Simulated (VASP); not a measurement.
Here is a VASP 6.6.1 calculation.

File INCAR:

```
ALGO = Normal
EDIFF = 1E-8
ENCUT = 520
ISIF = 2
ISMEAR = 0
LASPH = True
LCALCEPS = True
LCHARG = False
LMIXTAU = True
LREAL = False
LWAVE = False
METAGGA = R2SCAN
NELM = 60
PREC = Accurate
SIGMA = 0.01
```

KPOINTS

```
k-points
0
Gamma
  8 8 8
```

The input POSCAR:

```
GaN
1.0
   -0.0424854305      2.2514461614      2.2514461614
    2.2514461614     -0.0424854305      2.2514461614
    2.2514461614      2.2514461614     -0.0424854305
Ga N
1 1
Direct
   -0.0012512220     -0.0012512220     -0.0012512220
    0.2512512220      0.2512512220      0.2512512220
```

Potentials or basis: VASP PAW PBE potentials, release 64 (Ga_d, N).

The run is started by

```bash
$ cat potpaw_PBE.64/Ga_d/POTCAR potpaw_PBE.64/N/POTCAR > POTCAR
$ mpirun -np 1 vasp_std > vasp.out
```

Task: What does it give for the electronic dielectric tensor (diagonal)?

Result: 5.57.

Task: What does it give for the Born charges (mean of the diagonal)?

Result: Ga +2.68; N -2.68 e.

Task: What does it give for the band gap on the k mesh?

Result: 1.82 eV.

Dipole moments of the cell (e·Å, modulo the quantum): ionic 5.531, 5.531, 5.531; electronic 0.039, 0.039, 0.045

Caveat: the cell differs from its parent crystal (epitaxial 111 strain +2.0%).
